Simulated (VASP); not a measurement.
A run of VASP 6.6.1 is set up as follows.

INCAR

```
PREC = Accurate
ENCUT = 600
EDIFF = 1E-7
ISMEAR = 0
SIGMA = 0.2
LREAL = F
LASPH = T
NELM = 80
ALGO = Normal
ISIF = 3
LWAVE = F
LCHARG = F
GGA = PE
IBRION = 2
NSW = 36
EDIFFG = -0.08
```

The input KPOINTS:

```
regular mesh
0
Gamma
  7 7 7
```

POSCAR

```
Hf3H4
1.0
   -1.6600000000      1.6600000000      7.0500000000
    1.6600000000     -1.6600000000      7.0500000000
    1.6600000000      1.6600000000     -7.0500000000
Hf H
3 4
Direct
    0.0000000000      0.0000000000      0.0000000000
    0.3333000000      0.3333000000      0.0000000000
    0.6667000000      0.6667000000      0.0000000000
    0.5833000000      0.0833000000      0.5000000000
    0.0833000000      0.5833000000      0.5000000000
    0.4167000000      0.9167000000      0.5000000000
    0.9167000000      0.4167000000      0.5000000000
```

Potentials or basis: VASP PAW PBE potentials, release 64 (Hf_pv, H).

Launch:

```bash
$ cat potpaw_PBE.64/Hf_pv/POTCAR potpaw_PBE.64/H/POTCAR > POTCAR
$ mpirun -np 1 vasp_std > vasp.out
```

(1) Estimate the space group after relaxing (to 0.1 Å).

(2) Estimate the relaxed volume.

(3) Predict the relaxed cell.

(4) Predict the band gap on the k mesh.

## Answers

(1) I4/mmm (No. 139).

(2) 10.95 Å³/atom.

(3) a = 7.407 Å, b = 7.407 Å, c = 7.407 Å, α = 154.24°, β = 154.24°, γ = 36.74°.

(4) zero (bands 17 and 18 overlap by 1.36 eV).

Caveat: spin-orbit coupling is left out, which moves the levels of the heavy elements.
